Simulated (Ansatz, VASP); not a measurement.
One calculation of YTl, two programs

Contents of INCAR:

```
SYSTEM = YTl
PREC = Accurate
ENCUT = 520
EDIFF = 1E-8
ISMEAR = -1
SIGMA = 0.08
LREAL = .False.
LASPH = .True.
NELM = 60
ALGO = Normal
ISIF = 2
LWAVE = .False.
LCHARG = .False.
LEFG = .True.
NBANDS = 19
```

Contents of KPOINTS:

```
regular mesh
0
Gamma
  11 11 11
  0 0 0
```

File POSCAR:

```
YTl
1.0
    3.7885100000      0.0000000000      0.0000000000
    0.0000000000      3.7885100000      0.0000000000
    0.0000000000      0.0000000000      3.7510000000
Y Tl
1 1
Direct
    0.5000000000      0.5000000000      0.5000000000
    0.0000000000      0.0000000000      0.0000000000
```

Input for Ansatz:

```yaml
crystal:
  lattice:
    - [3.78851, 0.0, 0.0]
    - [0.0, 3.78851, 0.0]
    - [0.0, 0.0, 3.751]
  atoms:
    - { symbol: "Y", position: [0.5, 0.5, 0.5] }
    - { symbol: Tl, position: [0.0, 0.0, 0.0] }
kpoints:
  mp_grid: { grid: [11, 11, 11] }
scf:
  occupations: { method: fermi_dirac, width: 0.08 }
hamiltonian:
  xc: lda
  pseudopotentials: { kind: paw }
output:
  forces: true
  stress: true
  eigenvalues: true
  efg: { contact_densities: true }
```

Change from the starting cell: equal xx and yy strain of +1 %, PAW files.

Alike in both runs: task electric field gradients; functional LDA; k mesh 11 × 11 × 11; occupations fermi-dirac, width 0.08 eV; no spin polarisation.

|  | VASP | Ansatz |
| --- | --- | --- |
| version | VASP 6.6.1 | Ansatz 0.2.0 |
| potentials or method | VASP PAW LDA potentials, release 64 (Y_sv, Tl_d) | PAW with Ansatz's default frozen-core files, scalar-relativistic |
| plane-wave cutoff (eV) | 520 | 420 |
| valence electrons in the cell | 24 | 24 |

|  | VASP | Ansatz | Ansatz less VASP |
| --- | --- | --- | --- |
| pressure (GPa) | -4.0 | -4.0 | -0.06 |
| traceless stress, the component that is largest in VASP (GPa) | 0.08 | 0.08 | -0.001 |
| size of Vzz on the site where it differs most (V/Å²) | 9.2 | 9.4 | +0.21 |

LDA's correlation is that of Perdew and Zunger in VASP and of Perdew and Wang (1992) in Ansatz.

Spin-orbit coupling is off throughout.
